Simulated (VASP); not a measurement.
# TiO2 (I4_1/amd) in VASP: further runs

Runs on TiO2. Level: r2SCAN. Tasks: single point.

Program: VASP 6.6.1. These are calculated values, not measurements. Logs are shortened: lines on timing, memory, paths and dates and some standing lists are left out, and cuts for length are marked.

## (1) The cell of the first run

It takes space group I4_1/amd (No. 141, tetragonal). The conventional cell has a = 3.665 Å, b = 3.665 Å, c = 9.583 Å, α = 90.00°, β = 90.00°, γ = 90.00°. Ti (site symmetry -4m2) has 6 O at 1.88 to 1.99 Å within 2.5 Å. O (site symmetry 2mm) has 3 Ti at 1.88 to 1.99 Å and 2 O at 2.42 Å within 2.5 Å.

## (2) Single point, r2SCAN (strain -0.030 along x and y, +0.000 along z)

POSCAR reads:

```
TiO2
1.0
   -1.8323030467      1.8323030467      4.7913989082
    1.8323030467     -1.8323030467      4.7913989082
    1.8323030467      1.8323030467     -4.7913989082
Ti O
2 4
Direct
    0.0000000000      0.0000000000      0.0000000000
    0.7500000000      0.2500000000      0.5000000000
    0.2073045411      0.2073045411      0.0000000000
    0.9573045411      0.4573045411      0.5000000000
    0.5426954589      0.0426954589      0.5000000000
    0.7926954589      0.7926954589      0.0000000000
```

INCAR.step1 reads:

```
PREC = Accurate ; ENCUT = 520
ISMEAR = 0 ; SIGMA = 0.05
LREAL = False ; LASPH = True
NELM = 100 ; NBANDS = 33
GGA = PE ; ALGO = Normal
EDIFF = 1E-4 ; LWAVE = True
LCHARG = False
```

INCAR.step2 reads:

```
PREC = Accurate ; ENCUT = 520
EDIFF = 1E-7 ; ISMEAR = 0
SIGMA = 0.05 ; LREAL = False
LASPH = True ; NELM = 100
ALGO = Normal ; ISIF = 2
LWAVE = False ; LCHARG = True
METAGGA = R2SCAN ; LMIXTAU = True
LELF = True ; LVHAR = True
NBANDS = 33 ; ISTART = 1
```

KPOINTS reads:

```
regular mesh
0
Gamma
  8 8 8
```

Potentials or basis: VASP PAW PBE potentials, release 64 (Ti_sv, O).

On the command line:

```
$ cat potpaw_PBE.64/Ti_sv/POTCAR potpaw_PBE.64/O/POTCAR > POTCAR
$ cp INCAR.step1 INCAR
$ mpirun -np 1 vasp_std > vasp.out
$ cp INCAR.step2 INCAR
$ mpirun -np 1 vasp_std > vasp.out
```

OUTCAR:

```text
PREC = Accurate
   ENCUT = 520
   EDIFF = 1E-7
   ISMEAR = 0
   LREAL = False
   LASPH = True
   NELM = 100
   ISIF = 2
   METAGGA = R2SCAN
   ISTART = 1

 ion  position               nearest neighbor table
   1  0.000  0.000  0.000-   4 1.88   5 1.88   5 1.88   4 1.88   3 1.99   6 1.99
   2  0.750  0.250  0.500-   3 1.88   6 1.88   6 1.88   3 1.88   4 1.99   5 1.99
   3  0.207  0.207  0.000-   2 1.88   2 1.88   1 1.99
   4  0.957  0.457  0.500-   1 1.88   1 1.88   2 1.99
   5  0.543  0.043  0.500-   1 1.88   1 1.88   2 1.99
   6  0.793  0.793  0.000-   2 1.88   2 1.88   1 1.99

  LATTYP: Found a body centered tetragonal cell.
 ALAT       =     3.6646060934
 C/A-ratio  =     2.6149598544

  Lattice vectors:

 A1 = (  -1.8323030467,   1.8323030467,   4.7913989082)
 A2 = (   1.8323030467,  -1.8323030467,   4.7913989082)
 A3 = (   1.8323030467,   1.8323030467,  -4.7913989082)

Analysis of symmetry for initial positions (statically):
=====================================================================
 Subroutine PRICEL returns:
 Original cell was already a primitive cell.

 Routine SETGRP: Setting up the symmetry group for a
 body centered tetragonal supercell.

 Subroutine GETGRP returns: Found 16 space group operations
 (whereof  8 operations were pure point group operations)
 out of a pool of 16 trial point group operations.

The static configuration has the point symmetry D_2d.
 The point group associated with its full space group is D_4h.

Analysis of symmetry for dynamics (positions and initial velocities):
=====================================================================
 Subroutine PRICEL returns:
 Original cell was already a primitive cell.

 Routine SETGRP: Setting up the symmetry group for a
 body centered tetragonal supercell.

 Subroutine GETGRP returns: Found 16 space group operations
 (whereof  8 operations were pure point group operations)
 out of a pool of 16 trial point group operations.

The dynamic configuration has the point symmetry D_2d.
 The point group associated with its full space group is D_4h.

 Subroutine INISYM returns: Found 16 space group operations
 (whereof  8 operations are pure point group operations),
 and found     1 'primitive' translations

----------------------------------------------------------------------------------------

                                     Primitive cell

  volume of cell :      64.3453

  direct lattice vectors                    reciprocal lattice vectors
    -1.832303047  1.832303047  4.791398908     0.000000000  0.272880625  0.104353657
     1.832303047 -1.832303047  4.791398908     0.272880625  0.000000000  0.104353657
     1.832303047  1.832303047 -4.791398908     0.272880625  0.272880625  0.000000000

  length of vectors
     5.447216941  5.447216941  5.447216941     0.292153249  0.292153249  0.385911480

  position of ions in fractional coordinates (direct lattice)
     0.000000000  0.000000000  0.000000000
     0.750000000  0.250000000  0.500000000
     0.207304541  0.207304541  0.000000000
     0.957304541  0.457304541  0.500000000
     0.542695459  0.042695459  0.500000000
     0.792695459  0.792695459  0.000000000

  ion indices of the primitive-cell ions
   primitive index   ion index
                 1           1
                 2           2
                 3           3
                 4           4
                 5           5
                 6           6

----------------------------------------------------------------------------------------

 KPOINTS: regular mesh

Automatic generation of k-mesh.
 Grid dimensions read from file:
 generate k-points for:    8    8    8

 Generating k-lattice:

  Cartesian coordinates                     Fractional coordinates (reciprocal lattice)
     0.000000000  0.034110078  0.013044207     0.125000000  0.000000000  0.000000000
     0.034110078  0.000000000  0.013044207     0.000000000  0.125000000  0.000000000
     0.034110078  0.034110078  0.000000000     0.000000000  0.000000000  0.125000000

  Length of vectors
     0.036519156  0.036519156  0.048238935

  Shift w.r.t. Gamma in fractional coordinates (k-lattice)
     0.000000000  0.000000000  0.000000000

 Subroutine IBZKPT returns following result:
 ===========================================

 Found     59 irreducible k-points:

 Following reciprocal coordinates:
            Coordinates               Weight
  0.000000  0.000000  0.000000      1.000000
  0.125000 -0.000000  0.000000      8.000000
  0.250000 -0.000000  0.000000      8.000000
  0.375000 -0.000000  0.000000      8.000000
  0.500000 -0.000000  0.000000      4.000000
  0.125000  0.125000  0.000000      8.000000
[... 16 lines left out ...]
  0.250000  0.125000  0.125000     16.000000
  0.375000  0.125000  0.125000      8.000000
 [... further k-points ...]
   k-points           NKPTS =     59   k-points in BZ     NKDIM =     59   number of bands    NBANDS=     33
   number of dos      NEDOS =    301   number of ions     NIONS =      6
   total plane-waves  NPLWV =  74088
   dimension x,y,z NGX =    42 NGY =   42 NGZ =   42
   dimension x,y,z NGXF=    84 NGYF=   84 NGZF=   84
   ions per type =               2   4
   NGX,Y,Z   is equivalent  to a cutoff of  12.82, 12.82, 12.82 a.u.
   NGXF,Y,Z  is equivalent  to a cutoff of  25.64, 25.64, 25.64 a.u.
 SYSTEM =  unknown system
   PREC   = accura    normal or accurate (medium, high low for compatibility)
   ISTART =      1    job   : 0-new  1-cont  2-samecut
   ICHARG =      0    charge: 1-file 2-atom 10-const
   ISPIN  =      1    spin polarized calculation?
   LNONCOLLINEAR =      F non collinear calculations
   LSORBIT =      F    spin-orbit coupling
   LASPH  =      T    aspherical Exc in radial PAW
   ENCUT  =  520.0 eV  38.22 Ry    6.18 a.u.  10.13 10.13 10.13*2*pi/ulx,y,z
   NELM   =    100;   NELMIN=  2; NELMDL=  0     # of ELM steps
   EDIFF  = 0.1E-06   stopping-criterion for ELM
   LREAL  =      F    real-space projection
   EDIFFG = 0.1E-05   stopping-criterion for IOM
   NSW    =      0    number of steps for IOM
   IBRION =     -1    ionic relax: 0-MD 1-quasi-New 2-CG
   NFREE  =      0    steps in history (QN), initial steepest desc. (CG)
   ISIF   =      2    stress and relaxation
   ISYM   =      2    0-nonsym 1-usesym 2-fastsym
   POTIM  = 0.5000    time-step for ionic-motion
   TEBEG  =    0.0;   TEEND  =   0.0 temperature during run
   PSTRESS=    0.0 pullay stress
   NELECT =      48.0000    total number of electrons
   NUPDOWN=      -1.0000    fix difference up-down
   EMIN   =  10.00;   EMAX   =-10.00  energy-range for DOS
   EFERMI =   0.00;   METHOD = LEGACY
   ISMEAR =     0;   SIGMA  =   0.05  broadening in eV -4-tet -1-fermi 0-gaus
   EFERMI_NEDOS =   21; number of points for ismear=-14 and -15
   IALGO  =     38    algorithm
   IMIX   =      4    mixing-type and parameters
     AMIX     =   0.40;   BMIX     =  1.00
     AMIX_MAG =   1.60;   BMIX_MAG =  1.00
  volume/ion in A,a.u.               =      10.72        72.37
  Fermi-wavevector in a.u.,A,eV,Ry     =   1.484737  2.805747 29.993290  2.204445
  Thomas-Fermi vector in A             =   2.598237
   LORBIT       =      0    0 simple, 1 ext, 2 COOP (PROOUT), +10 PAW based schemes
   METAGGA = R2SCAN    functional components
   LHFCALC =     F    Hartree Fock is set to
   AEXX    =    0.0000 exact exchange contribution
   IVDW    =     0    specifies the selected vdW correction
   LEPSILON=     F    determine dielectric tensor
   LRPA    =     F    only Hartree local field effects (RPA)
 non-spin polarized calculation
 Gauss-broadening in eV      SIGMA  =   0.05
  energy-cutoff  :      520.00
  volume of cell :       64.35
 maximum number of plane-waves:      1774
 NGX is ok and might be reduce to    42
   NGX = 21   NGY = 21   NGZ = 21

 number of electron      48.0000005 magnetization

 Free energy of the ion-electron system (eV)
  ---------------------------------------------------
  ext. energy  EPLUGINS =         0.00000000
  ---------------------------------------------------
  free energy    TOTEN  =       -69.59128139 eV

  energy without entropy =      -69.59128139  energy(sigma->0) =      -69.59128139

 E-fermi :   3.8974     XC(G=0): -11.7865

 val. band max:        3.5830894281   @ k =  -0.3750   0.3750   0.0000
 cond. band min:       6.3721908404   @ k =   0.0000   0.0000   0.0000
 fundamental gap:      2.7891014124
 Fermi energy:         3.8973843218

 k-point     1 :       0.0000    0.0000    0.0000
  band No.  band energies     occupation
      1     -54.6971      2.00000
      2     -54.6262      2.00000
      3     -30.1874      2.00000
      4     -29.9149      2.00000
      5     -29.9149      2.00000
      6     -29.8381      2.00000
[... 25 lines left out ...]
     32       9.7478      0.00000
     33      10.0195      0.00000

 k-point     2 :       0.1250   -0.0000    0.0000
  band No.  band energies     occupation
      1     -54.6945      2.00000
      2     -54.6276      2.00000
      3     -30.1834      2.00000
      4     -29.9428      2.00000
      5     -29.9163      2.00000
      6     -29.8518      2.00000
[... 25 lines left out ...]
     32      10.1595      0.00000
     33      10.4224      0.00000

 k-point     3 :       0.2500   -0.0000    0.0000
  band No.  band energies     occupation
      1     -54.6876      2.00000
      2     -54.6316      2.00000
      3     -30.1762      2.00000
      4     -30.0079      2.00000
      5     -29.9193      2.00000
      6     -29.8786      2.00000
[... 25 lines left out ...]
     32      10.4985      0.00000
     33      10.8814      0.00000

 k-point     4 :       0.3750   -0.0000    0.0000
  band No.  band energies     occupation
      1     -54.6794      2.00000
      2     -54.6369      2.00000
      3     -30.1724      2.00000
      4     -30.0730      2.00000
      5     -29.9218      2.00000
      6     -29.8935      2.00000
[... 673 lines left out ...]
     32      11.1524      0.00000
     33      11.6188      0.00000

 k-point    23 :       0.2500    0.1250    0.1250
  band No.  band energies     occupation
      1     -54.6725      2.00000
      2     -54.6398      2.00000
      3     -30.1748      2.00000
      4     -30.0898      2.00000
      5     -29.9889      2.00000
      6     -29.9445      2.00000
[... 25 lines left out ...]
     32      11.1063      0.00000
     33      11.8613      0.00000

 k-point    24 :       0.3750    0.1250    0.1250
  band No.  band energies     occupation
      1     -54.6680      2.00000
      2     -54.6430      2.00000
      3     -30.1724      2.00000
      4     -30.1162      2.00000
      5     -29.9913      2.00000
      6     -29.9528      2.00000
[... 25 lines left out ...]
     32      11.0011      0.00000
     33      11.9515      0.00000

 [... further k-points ...]

------------------------ aborting loop because EDIFF is reached ----------------------------------------

  FORCE on cell =-STRESS in cart. coord.  units (eV):
  Direction    XX          YY          ZZ          XY          YZ          ZX
  --------------------------------------------------------------------------------------
  -------------------------------------------------------------------------------------
  Total        8.2354360      8.2354360      4.4063474      0.0000000      0.0000000      0.0000000
  in kB      205.0596676    205.0596676    109.7166131      0.0000000      0.0000000      0.0000000
  external PRESSURE =     173.2786494 kB  Pullay stress =       0.0000000 kB

 VOLUME and BASIS-vectors are now :
 -----------------------------------------------------------------------------
  energy-cutoff  :      520.00
  volume of cell :       64.35
      direct lattice vectors                 reciprocal lattice vectors
    -1.832303047  1.832303047  4.791398908     0.000000000  0.272880625  0.104353657
     1.832303047 -1.832303047  4.791398908     0.272880625  0.000000000  0.104353657
     1.832303047  1.832303047 -4.791398908     0.272880625  0.272880625  0.000000000

 POSITION                                       TOTAL-FORCE (eV/Angst)
 -----------------------------------------------------------------------------------
      0.00000      0.00000      0.00000        -0.000000     -0.000000      0.000000
     -0.00000      1.83230      2.39570        -0.000000     -0.000000      0.000000
      0.00000      0.00000      1.98656         0.000000      0.000000     -0.091149
      0.00000      1.83230      4.38226        -0.000000     -0.000000     -0.091149
     -0.00000      1.83230      0.40914         0.000000      0.000000      0.091149
      0.00000      0.00000      7.59624        -0.000000     -0.000000      0.091149
 -----------------------------------------------------------------------------------
    total drift:                               -0.000000     -0.000000      0.000000

  FREE ENERGIE OF THE ION-ELECTRON SYSTEM (eV)
  ---------------------------------------------------
  free  energy   TOTEN  =       -69.5912813927 eV

  energy  without entropy=      -69.5912813927  energy(sigma->0) =      -69.59128139
```

Wall time 24 min (1 thread of Intel Xeon 8259CL, shared host); peak memory 0.34 GiB.

What came out:

- Free energy: -69.5913 eV
- Pressure: 17.3 GPa
- Largest force: 0.091 eV/Å
- Band gap on the k mesh: 2.79 eV (least direct gap 3.14 eV)

Forces in eV/Å, atoms in the order of the input:
```
Ti   0.000  0.000  0.000
Ti   0.000  0.000  0.000
O    0.000  0.000 -0.091
O    0.000  0.000 -0.091
O    0.000  0.000  0.091
O    0.000  0.000  0.091
```

Stress tensor (GPa, compression positive):
```
20.51  0.00  0.00
 0.00 20.51  0.00
 0.00  0.00 10.97
```

Levels at points of the mesh, in eV from the valence-band top:
| k point | band 21 | band 22 | band 23 | band 24 | band 25 | band 26 | band 27 | band 28 |
| --- | --- | --- | --- | --- | --- | --- | --- | --- |
| (0.00, 0.00, 0.00) | -0.83 | -0.83 | -0.51 | -0.51 | 2.79 | 3.52 | 4.91 | 4.91 |
| (0.50, 0.00, 0.00) | -2.04 | -1.05 | -0.85 | -0.73 | 4.08 | 4.29 | 4.39 | 4.42 |
| (0.50, 0.50, 0.00) | -2.24 | -2.24 | -0.01 | -0.01 | 4.02 | 4.02 | 4.56 | 4.56 |
| (0.50, 0.50, 0.50) | -1.33 | -1.33 | -0.10 | -0.10 | 3.14 | 3.14 | 4.65 | 4.65 |

Caveat: the cell differs from its parent crystal (strain -0.030 along x and y, +0.000 along z); the cell stands under pressure; the PAW data sets were made with another functional, which shifts forces and pressure a little.

(Part 1 of 2 ends here.)
